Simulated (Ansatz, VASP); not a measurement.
# CdS in VASP and in Ansatz

The input INCAR:

```
ALGO = Normal
EDIFF = 1E-7
ENCUT = 520
ISIF = 2
ISMEAR = -1
LASPH = T
LCHARG = T
LELF = T
LREAL = F
LVHAR = T
LWAVE = F
NBANDS = 16
NELM = 60
PREC = Accurate
SIGMA = 0.05
```

Contents of KPOINTS:

```
k-points
0
Gamma
  7 7 5
```

POSCAR

```
CdS
1.0
    4.2611695877      0.0000000000      0.0000000000
   -2.1305847939      3.6902811128      0.0000000000
    0.0000000000      0.0000000000      5.8041729400
Cd S
1 1
Direct
    0.0000000000      0.0000000000      0.4426919200
    0.6666666667      0.3333333333      0.4343080800
```

input.yaml

```yaml
crystal:
  lattice:
    - [4.2611695877, 0.0, 0.0]
    - [-2.1305847939, 3.6902811128, 0.0]
    - [0.0, 0.0, 5.80417294]
  atoms:
    - { symbol: Cd, position: [0.0, 0.0, 0.44269192] }
    - { symbol: S, position: [0.6666666667, 0.3333333333, 0.43430808] }
kpoints:
  mp_grid: { grid: [7, 7, 5] }
scf:
  occupations: { method: fermi_dirac, width: 0.05 }
hamiltonian:
  xc: lda
  pseudopotentials: { kind: all_electron, lapw: { basis_error: 0.001 } }
output:
  forces: true
  stress: true
  eigenvalues: true
```

Alike in both runs: task single point; functional LDA; k mesh 7 × 7 × 5; occupations fermi-dirac, width 0.05 eV; no spin polarisation.

```csv
,VASP,Ansatz
version,VASP 6.6.1,Ansatz 0.2.0
potentials or method,"VASP PAW LDA potentials, release 64 (Cd, S), cutoff 520 eV","all-electron LAPW, scalar-relativistic"
```

VASP gave:

```
gap on the k mesh at the Fermi level (eV)                     : 1.29
least direct gap on the mesh (eV)                             : 1.29
pressure (GPa)                                                : -2.3
traceless stress, the component that is largest in VASP (GPa) : 2.16
rms of the force components (eV/Å)                            : 0.014
```

Problem. What did Ansatz give for the same quantities?

Solution. gap on the k mesh at the Fermi level (eV): 1.26; least direct gap on the mesh (eV): 1.26; pressure (GPa): -2.5; traceless stress, the component that is largest in VASP (GPa): 2.39; rms of the force components (eV/Å): 0.015.

LDA's correlation is that of Perdew and Zunger in VASP and of Perdew and Wang (1992) in Ansatz. Atom by atom the forces differ by 0.002 eV/Å (rms over components). Ansatz ran all-electron here, and VASP with PAW potentials.
